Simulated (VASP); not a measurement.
Write the native input for VASP 6.6.1 that does the following.

* Task: single point
* Functional: PBE
* Potentials or basis: VASP PAW PBE potentials, release 64 (Ca_sv, O)
* Cutoff: 520 eV
* k mesh: 10 × 10 × 10
* Occupations: gaussian, width 0.019 eV
* Spin: no spin polarisation
* Dipole correction: no
* Further INCAR settings: ALGO = Normal; EDIFF = 1e-06; NBANDS = 15

The structure of CaO lies in POSCAR:

```
CaO
1.0
    0.0000000000      2.4035556960      2.4035556960
    2.4035556960      0.0000000000      2.4035556960
    2.4035556960      2.4035556960      0.0000000000
Ca O
1 1
Direct
    0.0000000000      0.0000000000      0.0000000000
    0.5000000000      0.5000000000      0.5000000000
```

The input as run:

INCAR

```
SYSTEM = CaO
PREC = Accurate
ENCUT = 520
EDIFF = 1E-6
ISMEAR = 0
SIGMA = 0.019000000000000003
LREAL = .FALSE.
LASPH = .TRUE.
NELM = 80
ALGO = Normal
ISIF = 2
LWAVE = .FALSE.
LCHARG = .FALSE.
GGA = PE
NBANDS = 15
```

KPOINTS

```
regular mesh
0
G
  10 10 10
  0 0 0
```

Potentials or basis: VASP PAW PBE potentials, release 64 (Ca_sv, O).

The run is started by

```bash
$ cat potpaw_PBE.64/Ca_sv/POTCAR potpaw_PBE.64/O/POTCAR > POTCAR
$ mpirun -np 1 vasp_std > vasp.out
```

It gave:

* Pressure: 2.2 GPa
* Band gap on the k mesh: 3.64 eV, indirect (least direct gap 4.01 eV)

Wall time 16 s on 1 thread of Intel(R) Xeon(R) Platinum 8375C CPU @ 2.90GHz (Ice Lake), with other jobs on the host, peak memory 0.17 GiB.
